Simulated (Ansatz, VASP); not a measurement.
## One calculation of Mg, two programs

```xyz
2
Lattice="3.2093 0.0000 0.0000 -1.6046 2.7793 0.0000 0.0000 0.0000 5.2103" Properties=species:S:1:pos:R:3 pbc="T T T"
Mg   -0.2121    1.6407    1.0026
Mg    1.6046    0.9264    3.9077
```

Alike in both runs: task single point; functional PBE; k mesh 18 × 18 × 10; occupations gaussian, width 0.15 eV; no spin polarisation.

|  | VASP | Ansatz |
| --- | --- | --- |
| version | VASP 6.6.1 | Ansatz 0.2.0 |
| potentials or method | VASP PAW PBE potentials, release 64 (Mg), cutoff 520 eV | scalar-relativistic, plane waves, PAW |
| valence electrons in the cell | 4 | 20 |

|  | VASP | Ansatz | Ansatz less VASP |
| --- | --- | --- | --- |
| gap on the k mesh at the Fermi level (eV) | none | none | - |
| pressure (GPa) | 0.9 | 1.0 | +0.11 |
| traceless stress, the component that is largest in VASP (GPa) | -1.42 | -1.42 | +0.004 |
| rms of the force components (eV/Å) | 0.546 | 0.546 | +0.0002 |

Atom by atom the forces differ by 0.001 eV/Å (rms over components). A gap of «none» marks a metal or a gap that the smearing closes. The functional is the same, so the differences come from potentials, cutoffs and numerics. VASP's potentials hold 4 valence electrons a cell and Ansatz's 20, so a difference there can come from the potentials and not from the codes.
